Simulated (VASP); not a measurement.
# Zn (P6_3/mmc) in VASP: single point with LDA

Aim: the single point of Zn with LDA.

All numbers are computed with VASP 6.6.1; they aren't measurements. Logs are shortened: lines on timing, memory, paths and dates and some standing lists are left out, and cuts for length are marked.

**1. The cell of the first run**

The structure is hexagonal, space group P6_3/mmc (No. 194). The conventional cell has a = 2.563 Å, b = 2.563 Å, c = 4.665 Å, α = 90.00°, β = 90.00°, γ = 120.00°. Within 3.4 Å of Zn (site symmetry -6m2) lie 12 Zn at 2.56 to 2.76 Å.

**2. Single point, LDA**

Input file INCAR:

```
SYSTEM = Zn
PREC = Accurate
ENCUT = 520
EDIFF = 1E-7
ISMEAR = 0
SIGMA = 0.1
LREAL = .False.
LASPH = .True.
NELM = 80
ALGO = Fast
ISIF = 2
LWAVE = .False.
LCHARG = .False.
GGA = CA
NBANDS = 19
```

Input file KPOINTS:

```
regular mesh
0
Gamma
  57 57 26
  0 0 0
```

Input file POSCAR:

```
Zn
1.0
    2.5630941546      0.0000000000      0.0000000000
   -1.2815470773      2.2197046501      0.0000000000
    0.0000000000      0.0000000000      4.6653978132
Zn
2
Direct
    0.3333333333      0.6666666667      0.2500000000
    0.6666666667      0.3333333333      0.7500000000
```

Potentials or basis: VASP PAW LDA potentials, release 64 (Zn).

Started as:

```
$ cat potpaw_LDA.64/Zn/POTCAR > POTCAR
$ mpirun -np 1 vasp_std > vasp.out
```

OUTCAR:

```text
SYSTEM = Zn
   PREC = Accurate
   ENCUT = 520
   EDIFF = 1E-7
   ISMEAR = 0
   LREAL = .False.
   LASPH = .True.
   NELM = 80
   ISIF = 2
   GGA = CA

 ion  position               nearest neighbor table
   1  0.333  0.667  0.250-   2 2.76   2 2.76   2 2.76   2 2.76   2 2.76   2 2.76
   2  0.667  0.333  0.750-   1 2.76   1 2.76   1 2.76   1 2.76   1 2.76   1 2.76

  LATTYP: Found a hexagonal cell.
 ALAT       =     2.5630941546
 C/A-ratio  =     1.8202210031

  Lattice vectors:

 A1 = (   2.5630941546,   0.0000000000,   0.0000000000)
 A2 = (  -1.2815470773,   2.2197046501,   0.0000000000)
 A3 = (   0.0000000000,   0.0000000000,   4.6653978132)

Analysis of symmetry for initial positions (statically):
=====================================================================
 Subroutine PRICEL returns:
 Original cell was already a primitive cell.

 Routine SETGRP: Setting up the symmetry group for a
 hexagonal supercell.

 Subroutine GETGRP returns: Found 24 space group operations
 (whereof 12 operations were pure point group operations)
 out of a pool of 24 trial point group operations.

The static configuration has the point symmetry D_3d.
 The point group associated with its full space group is D_6h.

Analysis of symmetry for dynamics (positions and initial velocities):
=====================================================================
 Subroutine PRICEL returns:
 Original cell was already a primitive cell.

 Routine SETGRP: Setting up the symmetry group for a
 hexagonal supercell.

 Subroutine GETGRP returns: Found 24 space group operations
 (whereof 12 operations were pure point group operations)
 out of a pool of 24 trial point group operations.

The dynamic configuration has the point symmetry D_3d.
 The point group associated with its full space group is D_6h.

 Subroutine INISYM returns: Found 24 space group operations
 (whereof 12 operations are pure point group operations),
 and found     1 'primitive' translations

----------------------------------------------------------------------------------------

                                     Primitive cell

  volume of cell :      26.5429

  direct lattice vectors                    reciprocal lattice vectors
     2.563094155  0.000000000  0.000000000     0.390153439  0.225255193  0.000000000
    -1.281547077  2.219704650  0.000000000     0.000000000  0.450510387  0.000000000
     0.000000000  0.000000000  4.665397813     0.000000000  0.000000000  0.214343994

  length of vectors
     2.563094155  2.563094155  4.665397813     0.450510387  0.450510387  0.214343994

  position of ions in fractional coordinates (direct lattice)
     0.333333333  0.666666667  0.250000000
     0.666666667  0.333333333  0.750000000

  ion indices of the primitive-cell ions
   primitive index   ion index
                 1           1
                 2           2

----------------------------------------------------------------------------------------

 KPOINTS: regular mesh

Automatic generation of k-mesh.
 Grid dimensions read from file:
 generate k-points for:   57   57   26

 Generating k-lattice:

  Cartesian coordinates                     Fractional coordinates (reciprocal lattice)
     0.006844797  0.003951845  0.000000000     0.017543860  0.000000000  0.000000000
     0.000000000  0.007903691  0.000000000     0.000000000  0.017543860  0.000000000
     0.000000000  0.000000000  0.008244000     0.000000000  0.000000000  0.038461538

  Length of vectors
     0.007903691  0.007903691  0.008244000

  Shift w.r.t. Gamma in fractional coordinates (k-lattice)
     0.000000000  0.000000000  0.000000000

 Subroutine IBZKPT returns following result:
 ===========================================

 Found   4200 irreducible k-points:

 Following reciprocal coordinates:
            Coordinates               Weight
  0.000000  0.000000  0.000000      1.000000
  0.017544  0.000000  0.000000      6.000000
  0.035088  0.000000  0.000000      6.000000
  0.052632  0.000000  0.000000      6.000000
  0.070175  0.000000  0.000000      6.000000
  0.087719 -0.000000  0.000000      6.000000
[... 16 lines left out ...]
  0.385965  0.000000  0.000000      6.000000
  0.403509  0.000000  0.000000      6.000000
 [... further k-points ...]
   k-points           NKPTS =   4200   k-points in BZ     NKDIM =   4200   number of bands    NBANDS=     19
   number of dos      NEDOS =    301   number of ions     NIONS =      2
   total plane-waves  NPLWV =  14400
   dimension x,y,z NGX =    20 NGY =   20 NGZ =   36
   dimension x,y,z NGXF=    40 NGYF=   40 NGZF=   72
   ions per type =               2
   NGX,Y,Z   is equivalent  to a cutoff of  12.97, 12.97, 12.83 a.u.
   NGXF,Y,Z  is equivalent  to a cutoff of  25.94, 25.94, 25.66 a.u.
 SYSTEM =  Zn
   PREC   = accura    normal or accurate (medium, high low for compatibility)
   ISTART =      0    job   : 0-new  1-cont  2-samecut
   ICHARG =      2    charge: 1-file 2-atom 10-const
   ISPIN  =      1    spin polarized calculation?
   LNONCOLLINEAR =      F non collinear calculations
   LSORBIT =      F    spin-orbit coupling
   LASPH  =      T    aspherical Exc in radial PAW
   ENCUT  =  520.0 eV  38.22 Ry    6.18 a.u.   4.77  4.77  8.67*2*pi/ulx,y,z
   NELM   =     80;   NELMIN=  2; NELMDL= -5     # of ELM steps
   EDIFF  = 0.1E-06   stopping-criterion for ELM
   LREAL  =      F    real-space projection
   EDIFFG = 0.1E-05   stopping-criterion for IOM
   NSW    =      0    number of steps for IOM
   IBRION =     -1    ionic relax: 0-MD 1-quasi-New 2-CG
   NFREE  =      0    steps in history (QN), initial steepest desc. (CG)
   ISIF   =      2    stress and relaxation
   ISYM   =      2    0-nonsym 1-usesym 2-fastsym
   POTIM  = 0.5000    time-step for ionic-motion
   TEBEG  =    0.0;   TEEND  =   0.0 temperature during run
   PSTRESS=    0.0 pullay stress
   NELECT =      24.0000    total number of electrons
   NUPDOWN=      -1.0000    fix difference up-down
   EMIN   =  10.00;   EMAX   =-10.00  energy-range for DOS
   EFERMI =   0.00;   METHOD = LEGACY
   ISMEAR =     0;   SIGMA  =   0.10  broadening in eV -4-tet -1-fermi 0-gaus
   EFERMI_NEDOS =   21; number of points for ismear=-14 and -15
   IALGO  =     68    algorithm
   IMIX   =      4    mixing-type and parameters
     AMIX     =   0.40;   BMIX     =  1.00
     AMIX_MAG =   1.60;   BMIX_MAG =  1.00
  volume/ion in A,a.u.               =      13.27        89.56
  Fermi-wavevector in a.u.,A,eV,Ry     =   1.583054  2.991539 34.097022  2.506060
  Thomas-Fermi vector in A             =   2.682883
   LORBIT       =      0    0 simple, 1 ext, 2 COOP (PROOUT), +10 PAW based schemes
   GGA     = CA    functional components
   LHFCALC =     F    Hartree Fock is set to
   AEXX    =    0.0000 exact exchange contribution
   IVDW    =     0    specifies the selected vdW correction
   LEPSILON=     F    determine dielectric tensor
   LRPA    =     F    only Hartree local field effects (RPA)
 non-spin polarized calculation
 RMM-DIIS sequential band-by-band and
 Gauss-broadening in eV      SIGMA  =   0.10
  energy-cutoff  :      520.00
  volume of cell :       26.54
 maximum number of plane-waves:       730
 NGX is ok and might be reduce to    20
   NGX =  9   NGY =  9   NGZ = 17

 number of electron      23.9999975 magnetization

 Free energy of the ion-electron system (eV)
  ---------------------------------------------------
  ext. energy  EPLUGINS =         0.00000000
  ---------------------------------------------------
  free energy    TOTEN  =        -3.74833488 eV

  energy without entropy =       -3.74648321  energy(sigma->0) =       -3.74740904

 E-fermi :   3.9597     XC(G=0): -12.6329

 val. band max:        3.9573951129   @ k =   0.3509   0.2632   0.3462
 cond. band min:       3.9600322818   @ k =   0.3333   0.3158   0.1154
 fundamental gap:      0.0026371689
 Fermi energy:         3.9596745449

 k-point     1 :       0.0000    0.0000    0.0000
  band No.  band energies     occupation
      1      -7.6088      2.00000
      2      -5.3796      2.00000
      3      -4.4704      2.00000
      4      -4.2073      2.00000
      5      -4.2073      2.00000
      6      -4.1352      2.00000
[... 11 lines left out ...]
     18      24.3313      0.00000
     19      24.4144      0.00000

 k-point     2 :       0.0175    0.0000    0.0000
  band No.  band energies     occupation
      1      -7.5989      2.00000
      2      -5.3749      2.00000
      3      -4.4693      2.00000
      4      -4.2085      2.00000
      5      -4.2047      2.00000
      6      -4.1366      2.00000
[... 11 lines left out ...]
     18      24.0328      0.00000
     19      24.5755      0.00000

 k-point     3 :       0.0351    0.0000    0.0000
  band No.  band energies     occupation
      1      -7.5692      2.00000
      2      -5.3606      2.00000
      3      -4.4661      2.00000
      4      -4.2117      2.00000
      5      -4.1967      2.00000
      6      -4.1405      2.00000
[... 11 lines left out ...]
     18      23.8818      0.00000
     19      24.9408      0.00000

 k-point     4 :       0.0526    0.0000    0.0000
  band No.  band energies     occupation
      1      -7.5197      2.00000
      2      -5.3373      2.00000
      3      -4.4610      2.00000
      4      -4.2167      2.00000
      5      -4.1834      2.00000
      6      -4.1466      2.00000
[... 11 lines left out ...]
     18      23.7829      0.00000
     19      25.4205      0.00000

 k-point     5 :       0.0702    0.0000    0.0000
  band No.  band energies     occupation
      1      -7.4508      2.00000
      2      -5.3054      2.00000
      3      -4.4547      2.00000
      4      -4.2230      2.00000
      5      -4.1650      2.00000
      6      -4.1546      2.00000
[... 11 lines left out ...]
     18      23.6900      0.00000
     19      25.8547      0.00000

 k-point     6 :       0.0877   -0.0000    0.0000
  band No.  band energies     occupation
      1      -7.3626      2.00000
      2      -5.2658      2.00000
      3      -4.4479      2.00000
      4      -4.2299      2.00000
      5      -4.1633      2.00000
      6      -4.1417      2.00000
[... 11 lines left out ...]
     18      23.5672      0.00000
     19      25.6794      0.00000

 k-point     7 :       0.1053    0.0000    0.0000
  band No.  band energies     occupation
      1      -7.2556      2.00000
      2      -5.2197      2.00000
      3      -4.4416      2.00000
      4      -4.2369      2.00000
      5      -4.1710      2.00000
      6      -4.1136      2.00000
[... 11 lines left out ...]
     18      23.3577      0.00000
     19      25.2242      0.00000

 k-point     8 :       0.1228    0.0000    0.0000
  band No.  band energies     occupation
      1      -7.1302      2.00000
      2      -5.1687      2.00000
      3      -4.4369      2.00000
      4      -4.2448      2.00000
      5      -4.1746      2.00000
      6      -4.0811      2.00000
[... 256 lines left out ...]
 k-point    20 :       0.3333   -0.0000    0.0000
  band No.  band energies     occupation
      1      -5.1780      2.00000
      2      -4.9635      2.00000
      3      -4.6628      2.00000
      4      -4.2141      2.00000
      5      -4.0862      2.00000
      6      -3.9939      2.00000
[... 11 lines left out ...]
     18      19.8541      0.00000
     19      22.0602      0.00000

 k-point    21 :       0.3509    0.0000    0.0000
  band No.  band energies     occupation
      1      -5.1361      2.00000
      2      -4.9820      2.00000
      3      -4.7042      2.00000
      4      -4.1817      2.00000
      5      -4.1097      2.00000
      6      -4.0014      2.00000
[... 11 lines left out ...]
     18      19.7522      0.00000
     19      21.8268      0.00000

 k-point    22 :       0.3684    0.0000    0.0000
  band No.  band energies     occupation
      1      -5.1155      2.00000
      2      -4.9980      2.00000
      3      -4.7408      2.00000
      4      -4.1511      2.00000
      5      -4.1312      2.00000
      6      -4.0133      2.00000
[... 11 lines left out ...]
     18      19.6622      0.00000
     19      21.6173      0.00000

 k-point    23 :       0.3860    0.0000    0.0000
  band No.  band energies     occupation
      1      -5.1094      2.00000
      2      -5.0106      2.00000
      3      -4.7728      2.00000
      4      -4.1507      2.00000
      5      -4.1231      2.00000
      6      -4.0239      2.00000
[... 11 lines left out ...]
     18      19.5837      0.00000
     19      21.4324      0.00000

 k-point    24 :       0.4035    0.0000    0.0000
  band No.  band energies     occupation
      1      -5.1122      2.00000
      2      -5.0202      2.00000
      3      -4.8001      2.00000
      4      -4.1678      2.00000
      5      -4.0983      2.00000
      6      -4.0332      2.00000
[... 11 lines left out ...]
     18      19.5166      0.00000
     19      21.2728      0.00000

 [... further k-points ...]
[... 5 lines left out ...]
  --------------------------------------------------------------------------------------
  -------------------------------------------------------------------------------------
  Total        0.4797834      0.4797834      0.4235972      0.0000000     -0.0000000      0.0000000
  in kB       28.9605881     28.9605881     25.5690864      0.0000000     -0.0000000      0.0000000
  external PRESSURE =      27.8300875 kB  Pullay stress =       0.0000000 kB

 VOLUME and BASIS-vectors are now :
 -----------------------------------------------------------------------------
  energy-cutoff  :      520.00
  volume of cell :       26.54
      direct lattice vectors                 reciprocal lattice vectors
     2.563094155  0.000000000  0.000000000     0.390153439  0.225255193  0.000000000
    -1.281547077  2.219704650  0.000000000     0.000000000  0.450510387  0.000000000
     0.000000000  0.000000000  4.665397813     0.000000000  0.000000000  0.214343994

 POSITION                                       TOTAL-FORCE (eV/Angst)
 -----------------------------------------------------------------------------------
     -0.00000      1.47980      1.16635        -0.000000      0.000000      0.000000
      1.28155      0.73990      3.49905         0.000000      0.000000      0.000000
 -----------------------------------------------------------------------------------
    total drift:                                0.000000     -0.000000      0.000000

  FREE ENERGIE OF THE ION-ELECTRON SYSTEM (eV)
  ---------------------------------------------------
  free  energy   TOTEN  =        -3.7483348751 eV

  energy  without entropy=       -3.7464832137  energy(sigma->0) =       -3.74740904
```

It took 31 min on 1 thread of Oxide Virtual Turin-like, shared host; peak memory 1.6 GiB.

Results:

```
Free energy            : -3.7483 eV
Pressure               : 2.8 GPa
Band gap on the k mesh : zero (bands 12 and 13 overlap by 4.52 eV)
```
